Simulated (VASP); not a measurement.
Mg4Se, 10 atoms in the cell. Symmetry: P-43m, No. 215, cubic system. Conventional cell: a = 5.108 Å, b = 5.108 Å, c = 5.108 Å, α = 90.00°, β = 90.00°, γ = 90.00°. Within 3.4 Å of Mg (site symmetry 3m) lie 1 Se at 2.56 Å and 3 Mg at 3.04 Å. Within 3.4 Å of Se (site symmetry -43m) lie 4 Mg at 2.56 Å. 

| Item | Value |
| --- | --- |
| Program | VASP 6.6.1 |
| Task | single point |
| Functional | PBE |
| Potentials or basis | VASP PAW PBE potentials, release 64 (Mg, Se) |
| Cutoff | 520 eV |
| k mesh | 4 × 4 × 2 |
| Occupations | gaussian, width 0.2 eV |
| Spin | no spin polarisation |
| Dipole correction | no |
| Further INCAR settings | ALGO = Normal; EDIFF = 1e-07; NBANDS = 25 |

Potentials or basis: VASP PAW PBE potentials, release 64 (Mg, Se).

Launch:

```bash
$ cat potpaw_PBE.64/Mg/POTCAR potpaw_PBE.64/Se/POTCAR > POTCAR
$ mpirun -np 1 vasp_std > vasp.out
```

Hardware: 1 thread of Intel(R) Xeon(R) 6975P-C (Granite Rapids), with other jobs on the host.

Q: How long does it take, and how much memory?

A: Wall time 54 s on 1 thread of Intel(R) Xeon(R) 6975P-C (Granite Rapids) (shared host), peak memory 0.37 GiB. Counts: scf iterations 16, k points 12.
